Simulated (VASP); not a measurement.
Here is a VASP 6.6.1 calculation.

Contents of INCAR:

```
SYSTEM = ZrB2
PREC     = Accurate       ! precision mode
ENCUT    = 520            ! plane-wave cutoff, eV
EDIFF    = 1E-8           ! SCF threshold, eV
ISMEAR   = -1             ! smearing method
SIGMA    = 0.1            ! smearing width, eV
LREAL    = .False.        ! projectors in reciprocal space
LASPH    = .True.         ! aspherical terms in the spheres
NELM     = 100            ! most SCF steps
ALGO     = Normal         ! electronic algorithm
ISIF     = 2              ! what is computed and relaxed
LWAVE    = .False.        ! write WAVECAR
LCHARG   = .False.        ! write CHGCAR
GGA      = PE             ! functional
IVDW     = 12             ! dispersion correction
NBANDS   = 16             ! bands
IBRION   = 6              ! ionic algorithm
NFREE    = 2            
POTIM    = 0.015          ! step
NSW      = 1              ! ionic steps
```

File KPOINTS:

```
Automatic mesh
0
Gamma
  12 12 10
  0 0 0
```

POSCAR

```
ZrB2
1.0
    3.1700000000      0.0000000000      0.0000000000
   -1.5850000000      2.7453010000      0.0000000000
    0.0000000000      0.0000000000      3.5330000000
Zr B
1 2
Direct
    0.0000000000      0.0000000000      0.0000000000
    0.3333333333      0.6666666667      0.5000000000
    0.6666666667      0.3333333333      0.5000000000
```

Potentials or basis: VASP PAW PBE potentials, release 64 (Zr_sv, B).

The run is started by

```console
$ cat potpaw_PBE.64/Zr_sv/POTCAR potpaw_PBE.64/B/POTCAR > POTCAR
$ mpirun -np 1 vasp_std > vasp.out
```

Task: Estimate the highest phonon frequency at Γ.

Result: 766 cm⁻¹.

Task: What does it give for the dispersion energy per atom?

Result: -0.390 eV.

Phonon frequencies in cm⁻¹ (negative: imaginary):
```
              q point                    frequencies
(0.000, 0.000, 0.000)  0 0 0 451 451 472 550 766 766
```

Caveat: the cell stands under pressure or tension, which shifts response properties.
